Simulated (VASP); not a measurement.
# MgS in VASP: a series of runs

MgS is run at these levels: PBE+D3(BJ); tasks: single point.

Everything below comes from runs of VASP 6.6.1. Logs are shortened: lines on timing, memory, paths and dates and some standing lists are left out, and cuts for length are marked.

## 1. The cell of the first run

The cell holds a sheet with vacuum, 4 atoms: a = 3.483 Å, b = 3.483 Å, c = 31.360 Å, α = 90.00°, β = 90.00°, γ = 90.00°.

## 2. Single point, PBE+D3(BJ)

INCAR reads:

```
SYSTEM = MgS
PREC = Accurate
ENCUT = 520
EDIFF = 1E-6
ISMEAR = 0
SIGMA = 0.1
LREAL = .False.
LASPH = .True.
NELM = 80
ALGO = Normal
ISIF = 2
LWAVE = .False.
LCHARG = .False.
LDIPOL = .True.
IDIPOL = 3
DIPOL = 0.5 0.5 0.287
GGA = PE
IVDW = 12
NBANDS = 16
```

KPOINTS reads:

```
regular mesh
0
Gamma
  6 6 1
  0 0 0
```

POSCAR reads:

```
MgS
1.0
    3.4830715511      0.0000000000      0.0000000000
    0.0000000000      3.4830715511      0.0000000000
    0.0000000000      0.0000000000     31.3600000000
Mg S
2 2
Direct
    0.0000000000      0.0000000000      0.2191053273
    0.0000000000      0.0000000000      0.3548742645
    0.5000000000      0.5000000000      0.2194316731
    0.5000000000      0.5000000000      0.3545479187
```

Potentials or basis: VASP PAW PBE potentials, release 64 (Mg, S).

Command:

```console
$ cat potpaw_PBE.64/Mg/POTCAR potpaw_PBE.64/S/POTCAR > POTCAR
$ mpirun -np 1 vasp_std > vasp.out
```

OUTCAR:

```text
SYSTEM = MgS
   PREC = Accurate
   ENCUT = 520
   EDIFF = 1E-6
   ISMEAR = 0
   LREAL = .False.
   LASPH = .True.
   NELM = 80
   ISIF = 2
   GGA = PE
   IVDW = 12
 IVDW          = 12

 ion  position               nearest neighbor table
   1  0.000  0.000  0.219-   3 2.46   3 2.46   3 2.46   3 2.46
   2  0.000  0.000  0.355-   4 2.46   4 2.46   4 2.46   4 2.46
   3  0.500  0.500  0.219-   1 2.46   1 2.46   1 2.46   1 2.46
   4  0.500  0.500  0.355-   2 2.46   2 2.46   2 2.46   2 2.46

  LATTYP: Found a simple tetragonal cell.
 ALAT       =     3.4830715511
 C/A-ratio  =     9.0035474551

  Lattice vectors:

 A1 = (   3.4830715511,   0.0000000000,   0.0000000000)
 A2 = (   0.0000000000,   3.4830715511,   0.0000000000)
 A3 = (   0.0000000000,   0.0000000000,  31.3600000000)

Analysis of symmetry for initial positions (statically):
=====================================================================
 Subroutine PRICEL returns:
 Original cell was already a primitive cell.

 Routine SETGRP: Setting up the symmetry group for a
 simple tetragonal supercell.

 Subroutine GETGRP returns: Found 16 space group operations
 (whereof  8 operations were pure point group operations)
 out of a pool of 16 trial point group operations.

The static configuration has the point symmetry C_4v.
 The point group associated with its full space group is D_4h.

Analysis of symmetry for dynamics (positions and initial velocities):
=====================================================================
 Subroutine PRICEL returns:
 Original cell was already a primitive cell.

 Routine SETGRP: Setting up the symmetry group for a
 simple tetragonal supercell.

 Subroutine GETGRP returns: Found 16 space group operations
 (whereof  8 operations were pure point group operations)
 out of a pool of 16 trial point group operations.

The dynamic configuration has the point symmetry C_4v.
 The point group associated with its full space group is D_4h.

 Subroutine INISYM returns: Found 16 space group operations
 (whereof  8 operations are pure point group operations),
 and found     1 'primitive' translations

----------------------------------------------------------------------------------------

                                     Primitive cell

  volume of cell :     380.4529

  direct lattice vectors                    reciprocal lattice vectors
     3.483071551  0.000000000  0.000000000     0.287102916  0.000000000  0.000000000
     0.000000000  3.483071551  0.000000000     0.000000000  0.287102916  0.000000000
     0.000000000  0.000000000 31.360000000     0.000000000  0.000000000  0.031887755

  length of vectors
     3.483071551  3.483071551 31.360000000     0.287102916  0.287102916  0.031887755

  position of ions in fractional coordinates (direct lattice)
     0.000000000  0.000000000  0.219105327
     0.000000000  0.000000000  0.354874264
     0.500000000  0.500000000  0.219431673
     0.500000000  0.500000000  0.354547919

  ion indices of the primitive-cell ions
   primitive index   ion index
                 1           1
                 2           2
                 3           3
                 4           4

----------------------------------------------------------------------------------------

 KPOINTS: regular mesh

Automatic generation of k-mesh.
 Grid dimensions read from file:
 generate k-points for:    6    6    1

 Generating k-lattice:

  Cartesian coordinates                     Fractional coordinates (reciprocal lattice)
     0.047850486  0.000000000  0.000000000     0.166666667  0.000000000  0.000000000
     0.000000000  0.047850486  0.000000000     0.000000000  0.166666667  0.000000000
     0.000000000  0.000000000  0.031887755     0.000000000  0.000000000  1.000000000

  Length of vectors
     0.047850486  0.047850486  0.031887755

  Shift w.r.t. Gamma in fractional coordinates (k-lattice)
     0.000000000  0.000000000  0.000000000

 Subroutine IBZKPT returns following result:
 ===========================================

 Found     10 irreducible k-points:

 Following reciprocal coordinates:
            Coordinates               Weight
  0.000000  0.000000  0.000000      1.000000
  0.166667  0.000000  0.000000      4.000000
  0.333333  0.000000  0.000000      4.000000
  0.500000  0.000000  0.000000      2.000000
  0.166667  0.166667  0.000000      4.000000
  0.333333  0.166667  0.000000      8.000000
  0.500000  0.166667  0.000000      4.000000
  0.333333  0.333333  0.000000      4.000000
  0.500000  0.333333  0.000000      4.000000
  0.500000  0.500000  0.000000      1.000000
   k-points           NKPTS =     10   k-points in BZ     NKDIM =     10   number of bands    NBANDS=     16
   number of dos      NEDOS =    301   number of ions     NIONS =      4
   total plane-waves  NPLWV = 188160
   dimension x,y,z NGX =    28 NGY =   28 NGZ =  240
   dimension x,y,z NGXF=    56 NGYF=   56 NGZF=  480
   ions per type =               2   2
   NGX,Y,Z   is equivalent  to a cutoff of  13.36, 13.36, 12.72 a.u.
   NGXF,Y,Z  is equivalent  to a cutoff of  26.73, 26.73, 25.45 a.u.
 SYSTEM =  MgS
   PREC   = accura    normal or accurate (medium, high low for compatibility)
   ISTART =      0    job   : 0-new  1-cont  2-samecut
   ICHARG =      2    charge: 1-file 2-atom 10-const
   ISPIN  =      1    spin polarized calculation?
   LNONCOLLINEAR =      F non collinear calculations
   LSORBIT =      F    spin-orbit coupling
   LASPH  =      T    aspherical Exc in radial PAW
   ENCUT  =  520.0 eV  38.22 Ry    6.18 a.u.   6.48  6.48 58.31*2*pi/ulx,y,z
   NELM   =     80;   NELMIN=  2; NELMDL= -5     # of ELM steps
   EDIFF  = 0.1E-05   stopping-criterion for ELM
   LREAL  =      F    real-space projection
   EDIFFG = 0.1E-04   stopping-criterion for IOM
   NSW    =      0    number of steps for IOM
   IBRION =     -1    ionic relax: 0-MD 1-quasi-New 2-CG
   NFREE  =      0    steps in history (QN), initial steepest desc. (CG)
   ISIF   =      2    stress and relaxation
   ISYM   =      2    0-nonsym 1-usesym 2-fastsym
   POTIM  = 0.5000    time-step for ionic-motion
   TEBEG  =    0.0;   TEEND  =   0.0 temperature during run
   PSTRESS=    0.0 pullay stress
   NELECT =      16.0000    total number of electrons
   NUPDOWN=      -1.0000    fix difference up-down
   EMIN   =  10.00;   EMAX   =-10.00  energy-range for DOS
   EFERMI =   0.00;   METHOD = LEGACY
   ISMEAR =     0;   SIGMA  =   0.10  broadening in eV -4-tet -1-fermi 0-gaus
   EFERMI_NEDOS =   21; number of points for ismear=-14 and -15
   IALGO  =     38    algorithm
   IMIX   =      4    mixing-type and parameters
     AMIX     =   0.40;   BMIX     =  1.00
     AMIX_MAG =   1.60;   BMIX_MAG =  1.00
  volume/ion in A,a.u.               =      95.11       641.86
  Fermi-wavevector in a.u.,A,eV,Ry     =   0.569309  1.075838  4.409818  0.324112
  Thomas-Fermi vector in A             =   1.608895
   LORBIT       =      0    0 simple, 1 ext, 2 COOP (PROOUT), +10 PAW based schemes
   GGA     = PE    functional components
   LHFCALC =     F    Hartree Fock is set to
   AEXX    =    0.0000 exact exchange contribution
   IVDW    =    12    specifies the selected vdW correction
   LEPSILON=     F    determine dielectric tensor
   LRPA    =     F    only Hartree local field effects (RPA)
 non-spin polarized calculation
 Gauss-broadening in eV      SIGMA  =   0.10
  energy-cutoff  :      520.00
  volume of cell :      380.45
 maximum number of plane-waves:     10333
 NGX is ok and might be reduce to    28
   NGX = 13   NGY = 13   NGZ =117

 dipolmoment           0.000000      0.000000     -0.000074 electrons x Angstroem

 number of electron      16.0000001 magnetization

 dipolmoment           0.000000      0.000000      0.000004 electrons x Angstroem

 Free energy of the ion-electron system (eV)
  ---------------------------------------------------
  ext. energy  EPLUGINS =         0.00000000
  ---------------------------------------------------
  free energy    TOTEN  =       -15.44220320 eV

  energy without entropy =      -15.44220320  energy(sigma->0) =      -15.44220320

 E-fermi :  -2.8886     XC(G=0):  -2.3654

 val. band max:       -3.3357879302   @ k =   0.5000   0.5000   0.0000
 cond. band min:      -1.1986276131   @ k =   0.5000   0.5000   0.0000
 fundamental gap:      2.1371603172
 Fermi energy:        -2.8885567408

 k-point     1 :       0.0000    0.0000    0.0000
  band No.  band energies     occupation
      1     -15.3419      2.00000
      2     -15.2784      2.00000
      3      -5.7292      2.00000
      4      -4.9894      2.00000
      5      -4.0014      2.00000
      6      -4.0014      2.00000
[... 8 lines left out ...]
     15       2.2927      0.00000
     16       2.4485      0.00000

 k-point     2 :       0.1667    0.0000    0.0000
  band No.  band energies     occupation
      1     -15.1719      2.00000
      2     -15.1109      2.00000
      3      -5.5325      2.00000
      4      -5.3129      2.00000
      5      -5.2449      2.00000
      6      -4.7890      2.00000
[... 8 lines left out ...]
     15       2.5033      0.00000
     16       2.8721      0.00000

 k-point     3 :       0.3333    0.0000    0.0000
  band No.  band energies     occupation
      1     -14.7801      2.00000
      2     -14.7261      2.00000
      3      -7.1081      2.00000
      4      -6.9778      2.00000
      5      -4.9536      2.00000
      6      -4.3457      2.00000
[... 8 lines left out ...]
     15       3.1389      0.00000
     16       3.5907      0.00000

 k-point     4 :       0.5000    0.0000    0.0000
  band No.  band energies     occupation
      1     -14.5480      2.00000
      2     -14.4990      2.00000
      3      -7.8456      2.00000
      4      -7.7074      2.00000
      5      -4.5827      2.00000
      6      -4.0647      2.00000
[... 8 lines left out ...]
     15       4.1537      0.00000
     16       4.4030      0.00000

 k-point     5 :       0.1667    0.1667    0.0000
  band No.  band energies     occupation
      1     -15.0085      2.00000
      2     -14.9499      2.00000
      3      -5.4173      2.00000
      4      -5.2478      2.00000
      5      -5.2303      2.00000
      6      -5.0015      2.00000
[... 8 lines left out ...]
     15       2.9974      0.00000
     16       3.5819      0.00000

 k-point     6 :       0.3333    0.1667    0.0000
  band No.  band energies     occupation
      1     -14.6340      2.00000
      2     -14.5820      2.00000
      3      -6.9163      2.00000
      4      -6.7927      2.00000
      5      -4.8427      2.00000
      6      -4.7597      2.00000
[... 8 lines left out ...]
     15       3.4459      0.00000
     16       3.8729      0.00000

 k-point     7 :       0.5000    0.1667    0.0000
  band No.  band energies     occupation
      1     -14.4137      2.00000
      2     -14.3665      2.00000
      3      -7.6276      2.00000
      4      -7.4971      2.00000
      5      -4.6429      2.00000
      6      -4.5843      2.00000
[... 8 lines left out ...]
     15       4.4015      0.00000
     16       4.5654      0.00000

 k-point     8 :       0.3333    0.3333    0.0000
  band No.  band energies     occupation
      1     -14.3033      2.00000
      2     -14.2569      2.00000
      3      -6.5747      2.00000
      4      -6.4610      2.00000
      5      -6.2874      2.00000
      6      -6.2073      2.00000
[... 8 lines left out ...]
     15       4.3477      0.00000
     16       4.3704      0.00000

 k-point     9 :       0.5000    0.3333    0.0000
  band No.  band energies     occupation
      1     -14.1123      2.00000
      2     -14.0697      2.00000
      3      -7.1033      2.00000
      4      -6.9969      2.00000
      5      -6.1391      2.00000
      6      -6.0613      2.00000
[... 8 lines left out ...]
     15       4.7440      0.00000
     16       4.9505      0.00000

 k-point    10 :       0.5000    0.5000    0.0000
  band No.  band energies     occupation
      1     -13.9402      2.00000
      2     -13.9005      2.00000
      3      -6.7705      2.00000
      4      -6.7705      2.00000
      5      -6.6854      2.00000
      6      -6.6854      2.00000
[... 8 lines left out ...]
     15       3.7363      0.00000
     16       4.4683      0.00000

------------------------ aborting loop because EDIFF is reached ----------------------------------------

 vacuum level on the upper side and lower side of the slab       (xc-potential included)        -0.007        -0.007

 Edisp (eV)   -0.71879

 E8    (eV) :    -0.2955

  FORCE on cell =-STRESS in cart. coord.  units (eV):
  Direction    XX          YY          ZZ          XY          YZ          ZX
  --------------------------------------------------------------------------------------
  -------------------------------------------------------------------------------------
  Total      -0.12209    -0.12209     0.04122     0.00000     0.00000     0.00000
  in kB      -0.51414    -0.51414     0.17360     0.00000     0.00000     0.00000
  external pressure =       -0.28 kB  Pullay stress =        0.00 kB

 VOLUME and BASIS-vectors are now :
 -----------------------------------------------------------------------------
  energy-cutoff  :      520.00
  volume of cell :      380.45
      direct lattice vectors                 reciprocal lattice vectors
     3.483071551  0.000000000  0.000000000     0.287102916  0.000000000  0.000000000
     0.000000000  3.483071551  0.000000000     0.000000000  0.287102916  0.000000000
     0.000000000  0.000000000 31.360000000     0.000000000  0.000000000  0.031887755

 POSITION                                       TOTAL-FORCE (eV/Angst)
 -----------------------------------------------------------------------------------
      0.00000      0.00000      6.87114         0.000000     -0.000000     -0.004398
      0.00000      0.00000     11.12886         0.000000     -0.000000      0.004398
      1.74154      1.74154      6.88138         0.000000      0.000000     -0.009398
      1.74154      1.74154     11.11862         0.000000     -0.000000      0.009398
 -----------------------------------------------------------------------------------
    total drift:                               -0.000000      0.000000      0.000037

  FREE ENERGIE OF THE ION-ELECTRON SYSTEM (eV)
  ---------------------------------------------------
  free  energy   TOTEN  =       -16.1609890218 eV

  energy  without entropy=      -16.1609890218  energy(sigma->0) =      -16.16098902

 vacuum level on the upper side and lower side of the slab         1.657         1.657
```

It took 4 min on 1 thread of Intel Xeon 8259CL, shared host; peak memory 0.47 GiB.

Results:

```yaml
Free_energy: -16.1610 eV
Largest_force: 0.009 eV/Å
Band_gap_on_the_k_mesh: 2.14 eV
Dispersion_energy_per_atom: -0.180 eV
```

Forces in eV/Å, atoms in the order of the input:
```
Mg   0.000  0.000 -0.004
Mg   0.000  0.000  0.004
S    0.000  0.000 -0.009
S    0.000  0.000  0.009
```

## 3. Single point, PBE+D3(BJ)

INCAR reads:

```
ALGO     = Normal         # electronic algorithm
DIPOL    = 0.5 0.5 0.287
EDIFF    = 1E-6           # SCF threshold, eV
ENCUT    = 520            # plane-wave cutoff, eV
GGA      = PE             # functional
IDIPOL   = 3            
ISIF     = 2              # what is computed and relaxed
ISMEAR   = 0              # smearing method
IVDW     = 12             # dispersion correction
LASPH    = True           # aspherical terms in the spheres
LCHARG   = False          # write CHGCAR
LDIPOL   = True         
LREAL    = False          # projectors in reciprocal space
LWAVE    = False          # write WAVECAR
NBANDS   = 16             # bands
NELM     = 60             # most SCF steps
PREC     = Accurate       # precision mode
SIGMA    = 0.02           # smearing width, eV
```

KPOINTS reads:

```
k-points
0
Gamma
  8 8 1
```

POSCAR is that of step 2.

Potentials or basis: VASP PAW PBE potentials, release 64 (Mg, S).

Command:

```console
$ cat potpaw_PBE.64/Mg/POTCAR potpaw_PBE.64/S/POTCAR > POTCAR
$ mpirun -np 1 vasp_std > vasp.out
```

It took 4.9 min on 1 thread of Intel Xeon 8259CL, shared host; peak memory 0.49 GiB.

It converged, with:

| Quantity | Value |
| --- | --- |
| Free energy | -16.1672 eV |
| Largest force | 0.009 eV/Å |
| Band gap on the k mesh | 2.14 eV |
| Dispersion energy per atom | -0.180 eV |

Forces in eV/Å, atoms in the order of the input:
```
Mg   0.000  0.000 -0.004
Mg   0.000  0.000  0.004
S    0.000  0.000 -0.009
S    0.000  0.000  0.009
```

Levels at points of the mesh, in eV from the valence-band top:
| k point | band 5 | band 6 | band 7 | band 8 | band 9 | band 10 | band 11 | band 12 |
| --- | --- | --- | --- | --- | --- | --- | --- | --- |
| (0.00, 0.00, 0.00) | -0.67 | -0.67 | -0.62 | -0.62 | 2.40 | 3.42 | 4.67 | 4.86 |
| (0.50, 0.00, 0.00) | -1.25 | -0.73 | -0.28 | -0.25 | 3.10 | 4.46 | 5.81 | 5.96 |
| (0.50, 0.50, 0.00) | -3.35 | -3.35 | -0.39 | 0.00 | 2.14 | 2.64 | 5.90 | 5.90 |
